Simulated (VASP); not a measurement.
# SnSe2 (P-3m1) in VASP: a series of runs, part 3 of 3

VASP 6.6.1.

**5. Single point, r2SCAN**

This run uses another cell than the first one, of 26.67 Å³/atom.

File POSCAR:

```
SnSe2
1.0
    3.8405603077      0.0000000000      0.0000000000
   -1.9202801539      3.3260227912      0.0000000000
    0.0000000000      0.0000000000      6.2636465851
Sn Se
1 2
Direct
    0.0000000000      0.0000000000      0.0000000000
    0.6666666667      0.3333333333      0.7493932836
    0.3333333333      0.6666666667      0.2506067164
```

File INCAR.step1:

```
PREC = Accurate
ENCUT = 520
ISMEAR = 0
SIGMA = 0.02
LREAL = F
LASPH = T
NELM = 80
NBANDS = 20
GGA = PE
ALGO = Normal
EDIFF = 1E-4
LWAVE = T
LCHARG = F
```

File INCAR.step2:

```
PREC = Accurate
ENCUT = 520
EDIFF = 1E-6
ISMEAR = 0
SIGMA = 0.02
LREAL = F
LASPH = T
NELM = 80
ALGO = Normal
ISIF = 2
LWAVE = F
LCHARG = F
METAGGA = R2SCAN
LMIXTAU = T
NBANDS = 20
ISTART = 1
```

File KPOINTS:

```
Automatic mesh
0
Gamma
  12 12 4
```

Potentials or basis: VASP PAW PBE potentials, release 64 (Sn_d, Se).

Command:

```console
> cat potpaw_PBE.64/Sn_d/POTCAR potpaw_PBE.64/Se/POTCAR > POTCAR
> cp INCAR.step1 INCAR
> mpirun -np 1 vasp_std > vasp.out
> cp INCAR.step2 INCAR
> mpirun -np 1 vasp_std > vasp.out
```

OUTCAR:

```text
PREC = Accurate
   ENCUT = 520
   EDIFF = 1E-6
   ISMEAR = 0
   LREAL = F
   LASPH = T
   NELM = 80
   ISIF = 2
   METAGGA = R2SCAN
   ISTART = 1

 ion  position               nearest neighbor table
   1  0.000  0.000  0.000-   2 2.72   3 2.72   3 2.72   2 2.72   2 2.72   3 2.72
   2  0.667  0.333  0.749-   1 2.72   1 2.72   1 2.72
   3  0.333  0.667  0.251-   1 2.72   1 2.72   1 2.72

  LATTYP: Found a hexagonal cell.
 ALAT       =     3.8405603077
 C/A-ratio  =     1.6309199917

  Lattice vectors:

 A1 = (   3.8405603077,   0.0000000000,   0.0000000000)
 A2 = (  -1.9202801539,   3.3260227912,   0.0000000000)
 A3 = (   0.0000000000,   0.0000000000,   6.2636465851)

Analysis of symmetry for initial positions (statically):
=====================================================================
 Subroutine PRICEL returns:
 Original cell was already a primitive cell.

 Routine SETGRP: Setting up the symmetry group for a
 hexagonal supercell.

 Subroutine GETGRP returns: Found 12 space group operations
 (whereof 12 operations were pure point group operations)
 out of a pool of 24 trial point group operations.
[... 162 lines left out ...]
  free energy    TOTEN  =       -54.63139319 eV

  energy without entropy =      -54.63139319  energy(sigma->0) =      -54.63139319

 E-fermi :   3.6101     XC(G=0):  -9.8407

 val. band max:        3.4792725956   @ k =   0.0833   0.0833   0.0000
 cond. band min:       4.5106191717   @ k =   0.5000   0.0000   0.5000
 fundamental gap:      1.0313465761
 Fermi energy:         3.6101041049

 k-point     1 :       0.0000    0.0000    0.0000
  band No.  band energies     occupation
      1     -18.3771      2.00000
      2     -18.3770      2.00000
      3     -18.3228      2.00000
      4     -18.3148      2.00000
      5     -18.3148      2.00000
      6     -10.7212      2.00000
[... 541 lines left out ...]
     19      12.1644      0.00000
     20      13.0212      0.00000

 [... further k-points ...]

------------------------ aborting loop because EDIFF is reached ----------------------------------------

  FORCE on cell =-STRESS in cart. coord.  units (eV):
  Direction    XX          YY          ZZ          XY          YZ          ZX
  --------------------------------------------------------------------------------------
  -------------------------------------------------------------------------------------
  Total        0.2031022      0.2031022      0.4205055     -0.0000000      0.0000000     -0.0000000
  in kB        4.0670373      4.0670373      8.4204483     -0.0000000      0.0000000     -0.0000000
  external PRESSURE =       5.5181743 kB  Pullay stress =       0.0000000 kB

 VOLUME and BASIS-vectors are now :
 -----------------------------------------------------------------------------
  energy-cutoff  :      520.00
  volume of cell :       80.01
      direct lattice vectors                 reciprocal lattice vectors
     3.840560308  0.000000000  0.000000000     0.260378674  0.150329697  0.000000000
    -1.920280154  3.326022791  0.000000000     0.000000000  0.300659395  0.000000000
     0.000000000  0.000000000  6.263646585     0.000000000  0.000000000  0.159651409

 POSITION                                       TOTAL-FORCE (eV/Angst)
 -----------------------------------------------------------------------------------
      0.00000      0.00000      0.00000         0.000000      0.000000      0.000000
      1.92028      1.10867      4.69393        -0.000000      0.000000     -0.012047
     -0.00000      2.21735      1.56971         0.000000     -0.000000      0.012047
 -----------------------------------------------------------------------------------
    total drift:                                0.000000     -0.000000      0.000000

  FREE ENERGIE OF THE ION-ELECTRON SYSTEM (eV)
  ---------------------------------------------------
  free  energy   TOTEN  =       -54.6313931899 eV

  energy  without entropy=      -54.6313931899  energy(sigma->0) =      -54.63139319
```

OUTCAR.step1:

```text
PREC = Accurate
   ENCUT = 520
   ISMEAR = 0
   LREAL = F
[... 779 lines left out ...]
      0.00000      0.00000      0.00000        -0.000000      0.000000     -0.000000
      1.92028      1.10867      4.69393        -0.000000      0.000000     -0.295459
     -0.00000      2.21735      1.56971         0.000000     -0.000000      0.295459
 -----------------------------------------------------------------------------------
    total drift:                                0.000000     -0.000000      0.000000

  FREE ENERGIE OF THE ION-ELECTRON SYSTEM (eV)
  ---------------------------------------------------
  free  energy   TOTEN  =       -11.8346556421 eV

  energy  without entropy=      -11.8346556421  energy(sigma->0) =      -11.83465564
```

Wall time 4.5 min (1 thread of Intel Xeon Platinum 8488C (Sapphire Rapids), shared host); peak memory 0.28 GiB.

Results:

| Quantity | Value |
| --- | --- |
| Free energy | -54.6314 eV |
| Pressure | 0.6 GPa |
| Largest force | 0.012 eV/Å |
| Band gap on the k mesh | 1.03 eV (least direct gap 1.49 eV) |

Forces in eV/Å, atoms in the order of the input:
```
Sn   0.000  0.000  0.000
Se   0.000  0.000 -0.012
Se   0.000  0.000  0.012
```

Stress tensor (GPa, compression positive):
```
0.41 0.00 0.00
0.00 0.41 0.00
0.00 0.00 0.84
```

Levels at points of the mesh, in eV from the valence-band top:
```
           k point  band 11  band 12  band 13  band 14  band 15  band 16
(0.00, 0.00, 0.00)    -0.31    -0.31    -0.09     1.41     3.54     5.04
(0.50, 0.00, 0.00)    -2.53    -1.14    -0.28     1.38     4.28     5.82
(0.00, 0.00, 0.50)    -0.69    -0.16    -0.16     2.74     3.48     4.79
(0.50, 0.00, 0.50)    -1.97    -0.78    -0.64     1.03     4.69     5.24
```

Caveat: the PAW data sets were made with another functional, which shifts forces and pressure a little; spin-orbit coupling is left out, which moves the levels of the heavy elements.

**6. Single point, r2SCAN (strain along c alone, the other axes held: -2.0 %, then relaxed in part)**

File POSCAR:

```
SnSe2
1.0
    3.8405603077      0.0000000000      0.0000000000
   -1.9202801539      3.3260227912      0.0000000000
    0.0000000000      0.0000000000      6.3941392223
Sn Se
1 2
Direct
    0.0000000000      0.0000000000      0.0000000000
    0.6666666667      0.3333333333      0.7541307741
    0.3333333333      0.6666666667      0.2458692259
```

File INCAR.step1:

```
PREC = Accurate ; ENCUT = 520
ISMEAR = 0 ; SIGMA = 0.02
LREAL = F ; LASPH = T
NELM = 100 ; NBANDS = 20
GGA = PE ; ALGO = Normal
EDIFF = 1E-4 ; LWAVE = T
LCHARG = F
```

File INCAR.step2:

```
PREC = Accurate ; ENCUT = 520
EDIFF = 1E-6 ; ISMEAR = 0
SIGMA = 0.02 ; LREAL = F
LASPH = T ; NELM = 100
ALGO = Normal ; ISIF = 2
LWAVE = F ; LCHARG = F
METAGGA = R2SCAN ; LMIXTAU = T
NBANDS = 20 ; ISTART = 1
```

KPOINTS is that of step 5.

Potentials or basis: VASP PAW PBE potentials, release 64 (Sn_d, Se).

Command:

```console
> cat potpaw_PBE.64/Sn_d/POTCAR potpaw_PBE.64/Se/POTCAR > POTCAR
> cp INCAR.step1 INCAR
> mpirun -np 1 vasp_std > vasp.out
> cp INCAR.step2 INCAR
> mpirun -np 1 vasp_std > vasp.out
```

OUTCAR:

```text
PREC = Accurate
   ENCUT = 520
   EDIFF = 1E-6
   ISMEAR = 0
   LREAL = F
   LASPH = T
   NELM = 100
   ISIF = 2
   METAGGA = R2SCAN
   ISTART = 1

 ion  position               nearest neighbor table
   1  0.000  0.000  0.000-   2 2.72   3 2.72   3 2.72   2 2.72   2 2.72   3 2.72
   2  0.667  0.333  0.754-   1 2.72   1 2.72   1 2.72
   3  0.333  0.667  0.246-   1 2.72   1 2.72   1 2.72

  LATTYP: Found a hexagonal cell.
 ALAT       =     3.8405603077
 C/A-ratio  =     1.6648974915

  Lattice vectors:

 A1 = (   3.8405603077,   0.0000000000,   0.0000000000)
 A2 = (  -1.9202801539,   3.3260227912,   0.0000000000)
 A3 = (   0.0000000000,   0.0000000000,   6.3941392223)

Analysis of symmetry for initial positions (statically):
=====================================================================
 Subroutine PRICEL returns:
 Original cell was already a primitive cell.

 Routine SETGRP: Setting up the symmetry group for a
 hexagonal supercell.

 Subroutine GETGRP returns: Found 12 space group operations
 (whereof 12 operations were pure point group operations)
 out of a pool of 24 trial point group operations.

The static configuration has the point symmetry D_3d.

Analysis of symmetry for dynamics (positions and initial velocities):
=====================================================================
 Subroutine PRICEL returns:
 Original cell was already a primitive cell.

 Routine SETGRP: Setting up the symmetry group for a
 hexagonal supercell.

 Subroutine GETGRP returns: Found 12 space group operations
 (whereof 12 operations were pure point group operations)
 out of a pool of 24 trial point group operations.

The dynamic configuration has the point symmetry D_3d.

 Subroutine INISYM returns: Found 12 space group operations
 (whereof 12 operations are pure point group operations),
 and found     1 'primitive' translations

[... 113 lines left out ...]
   IALGO  =     38    algorithm
   IMIX   =      4    mixing-type and parameters
     AMIX     =   0.40;   BMIX     =  1.00
     AMIX_MAG =   1.60;   BMIX_MAG =  1.00
  volume/ion in A,a.u.               =      27.23       183.73
  Fermi-wavevector in a.u.,A,eV,Ry     =   1.117803  2.112342 17.000259  1.249484
  Thomas-Fermi vector in A             =   2.254429
   LORBIT       =      0    0 simple, 1 ext, 2 COOP (PROOUT), +10 PAW based schemes
   METAGGA = R2SCAN    functional components
   LHFCALC =     F    Hartree Fock is set to
   AEXX    =    0.0000 exact exchange contribution
   IVDW    =     0    specifies the selected vdW correction
   LEPSILON=     F    determine dielectric tensor
   LRPA    =     F    only Hartree local field effects (RPA)
 non-spin polarized calculation
 Gauss-broadening in eV      SIGMA  =   0.02
  energy-cutoff  :      520.00
  volume of cell :       81.68
 maximum number of plane-waves:      2226
 NGX is ok and might be reduce to    30
   NGX = 15   NGY = 15   NGZ = 23

 number of electron      26.0000000 magnetization

 Free energy of the ion-electron system (eV)
  ---------------------------------------------------
  ext. energy  EPLUGINS =         0.00000000
  ---------------------------------------------------
  free energy    TOTEN  =       -54.63744459 eV

  energy without entropy =      -54.63744459  energy(sigma->0) =      -54.63744459

 E-fermi :   3.3689     XC(G=0):  -9.7132

 val. band max:        3.2087392956   @ k =   0.1667   0.0000   0.0000
 cond. band min:       4.2702379286   @ k =   0.5000   0.0000   0.5000
 fundamental gap:      1.0614986330
 Fermi energy:         3.3689464005

 k-point     1 :       0.0000    0.0000    0.0000
  band No.  band energies     occupation
      1     -18.5831      2.00000
      2     -18.5830      2.00000
      3     -18.5284      2.00000
      4     -18.5210      2.00000
      5     -18.5210      2.00000
      6     -10.8921      2.00000
[... 541 lines left out ...]
     19      11.9951      0.00000
     20      12.8791      0.00000

 [... further k-points ...]

------------------------ aborting loop because EDIFF is reached ----------------------------------------

  FORCE on cell =-STRESS in cart. coord.  units (eV):
  Direction    XX          YY          ZZ          XY          YZ          ZX
  --------------------------------------------------------------------------------------
  -------------------------------------------------------------------------------------
  Total        0.1010441      0.1010441      0.2010340     -0.0000000      0.0000000     -0.0000000
  in kB        1.9820729      1.9820729      3.9434660     -0.0000000      0.0000000     -0.0000000
  external PRESSURE =       2.6358706 kB  Pullay stress =       0.0000000 kB

 VOLUME and BASIS-vectors are now :
 -----------------------------------------------------------------------------
  energy-cutoff  :      520.00
  volume of cell :       81.68
      direct lattice vectors                 reciprocal lattice vectors
     3.840560308  0.000000000  0.000000000     0.260378674  0.150329697  0.000000000
    -1.920280154  3.326022791  0.000000000     0.000000000  0.300659395  0.000000000
     0.000000000  0.000000000  6.394139222     0.000000000  0.000000000  0.156393217

 POSITION                                       TOTAL-FORCE (eV/Angst)
 -----------------------------------------------------------------------------------
      0.00000      0.00000      0.00000        -0.000000      0.000000      0.000000
      1.92028      1.10867      4.82202        -0.000000      0.000000     -0.013163
     -0.00000      2.21735      1.57212         0.000000     -0.000000      0.013163
 -----------------------------------------------------------------------------------
    total drift:                               -0.000000      0.000000      0.000000

  FREE ENERGIE OF THE ION-ELECTRON SYSTEM (eV)
  ---------------------------------------------------
  free  energy   TOTEN  =       -54.6374445892 eV

  energy  without entropy=      -54.6374445892  energy(sigma->0) =      -54.63744459
```

OUTCAR.step1:

```text
PREC = Accurate
   ENCUT = 520
   ISMEAR = 0
   LREAL = F
[... 779 lines left out ...]
      0.00000      0.00000      0.00000        -0.000000      0.000000      0.000000
      1.92028      1.10867      4.82202         0.000000      0.000000     -0.289553
     -0.00000      2.21735      1.57212        -0.000000     -0.000000      0.289553
 -----------------------------------------------------------------------------------
    total drift:                               -0.000000      0.000000      0.000000

  FREE ENERGIE OF THE ION-ELECTRON SYSTEM (eV)
  ---------------------------------------------------
  free  energy   TOTEN  =       -11.8456643639 eV

  energy  without entropy=      -11.8456643639  energy(sigma->0) =      -11.84566436
```

Wall time 5.7 min (1 thread of Intel Xeon Platinum 8488C (Sapphire Rapids), shared host); peak memory 0.28 GiB.

Results:

| Item | Value |
| --- | --- |
| Free energy | -54.6374 eV |
| Pressure | 0.3 GPa |
| Largest force | 0.013 eV/Å |
| Band gap on the k mesh | 1.06 eV (least direct gap 1.48 eV) |

Forces in eV/Å, atoms in the order of the input:
```
Sn   0.000  0.000  0.000
Se   0.000  0.000 -0.013
Se   0.000  0.000  0.013
```

Caveat: the cell differs from its parent crystal (strain along c alone, the other axes held: -2.0 %, then relaxed in part); the PAW data sets were made with another functional, which shifts forces and pressure a little; spin-orbit coupling is left out, which moves the levels of the heavy elements.

**7. Overview**

```csv
cell,gap on the mesh (eV),pressure (GPa),largest force (eV/Å)
"a = 3.841, b = 3.841, c = 6.133 Å, angles 90.0, 90.0, 120.0°, 3 atoms, atomic positions A",0.94,1.0,0.01
"a = 3.841, b = 3.841, c = 6.264 Å, angles 90.0, 90.0, 120.0°, 3 atoms, atomic positions B",1.03,0.6,0.01
"a = 3.841, b = 3.841, c = 6.394 Å, angles 90.0, 90.0, 120.0°, 3 atoms, atomic positions C",1.06,0.3,0.01
```

Alike in all rows: task single point; level r2SCAN; potentials or basis VASP PAW PBE potentials, release 64 (Sn_d, Se); no spin polarisation; k mesh 12 × 12 × 4; cutoff (eV) 520; smearing gaussian 0.02 eV.

Caveats: the PAW data sets were made with another functional, which shifts forces and pressure a little; spin-orbit coupling is left out, which moves the levels of the heavy elements.

Absolute energies hang on the potentials; compare differences alone.
